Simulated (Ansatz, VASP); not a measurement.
BiF in VASP and in Ansatz

```
CELL_PARAMETERS angstrom
0.00000 3.79704 0.00000
3.79704 0.00000 0.00000
1.89852 1.89852 -5.65406
ATOMIC_POSITIONS crystal
Bi 0.11100 0.11100 0.77800
Bi 0.88900 0.88900 0.22200
F 0.32300 0.32300 0.35400
F 0.67700 0.67700 0.64600
```

Alike in both runs: task single point; functional PBE; k mesh 9 × 9 × 9; no spin polarisation.

|  | VASP | Ansatz |
| --- | --- | --- |
| version | VASP 6.6.1 | Ansatz 0.2.0 |
| potentials or method | VASP PAW PBE potentials, release 64 (Bi_d, F), cutoff 520 eV | PAW plane waves |
| occupations | fermi-dirac, width 0.1 eV | fermi-dirac |
| valence electrons in the cell | 44 | 44 |

Ansatz gave:

```
pressure (GPa)                                                : 13.1
traceless stress, the component that is largest in VASP (GPa) : 27.13
rms of the force components (eV/Å)                            : 2.005
```

**Question.** Estimate VASP's values.

**Answer.** Pressure (GPa): 12.9; traceless stress, the component that is largest in VASP (GPa): 27.13; rms of the force components (eV/Å): 2.001.

Atom by atom the forces differ by 0.005 eV/Å (rms over components).

Spin-orbit coupling is off throughout.
